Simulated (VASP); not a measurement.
Crystal: NaB2.

```
Na B
1.0
     3.38065    0.00000    0.00000
    -1.69033    2.92773    0.00000
     0.00000    0.00000    4.27998
Na B
1 2
Direct
  0.00000 0.00000 0.00000
  0.66667 0.33333 0.58437
  0.33333 0.66667 0.41563
```

The cell was generated, and may not be a known phase.

* Program: VASP 6.6.1
* Task: relaxation of cell and atoms
* Functional: PBE
* Potentials or basis: VASP PAW PBE potentials, release 64 (Na_pv, B)
* Cutoff: 600 eV
* k mesh: 6 × 6 × 4
* Occupations: gaussian, width 0.1 eV
* Spin: no spin polarisation

At the start: pressure -12.7 GPa; volume 14.12 Å³/atom.

Q: Where does the relaxation end?

A: Over 9 steps the energy falls by 830.3 meV/atom and the volume is 11.48 Å³/atom (-18.7 %); space group P-3m1 (No. 164, to 0.1 Å) before, P6/mmm (No. 191, to 0.1 Å).

The path:
```tsv
step	energy change (eV)	largest force (eV/Å)	pressure (GPa)	volume (Å³)
1	0.0000	4.4131	-12.74	42.36
2	-1.9926	2.4916	-6.30	35.83
3	-2.4124	0.0537	5.71	31.92
4	-2.4165	0.2947	4.38	32.26
5	-2.4746	0.1315	0.90	33.64
6	-2.4798	0.3335	-0.56	34.35
7	-2.4906	0.0768	0.06	34.44
8	-2.4906	0.0676	0.04	34.44
9	-2.4910	0.0049	-0.12	34.45
```

Final structure:
```
Na B
1.0
     3.03761    0.00000    0.00000
    -1.51880    2.63065    0.00000
     0.00000    0.00000    4.31143
Na B
1 2
Direct
  0.00000 0.00000 0.00000
  0.66667 0.33333 0.49993
  0.33333 0.66667 0.50007
```

Caveat: the k points lie up to 0.40 Å⁻¹ apart in the final cell, too coarse for converged energies and pressures of a metal; the volume moved by over 15 % at a fixed basis, so the end points are rough.
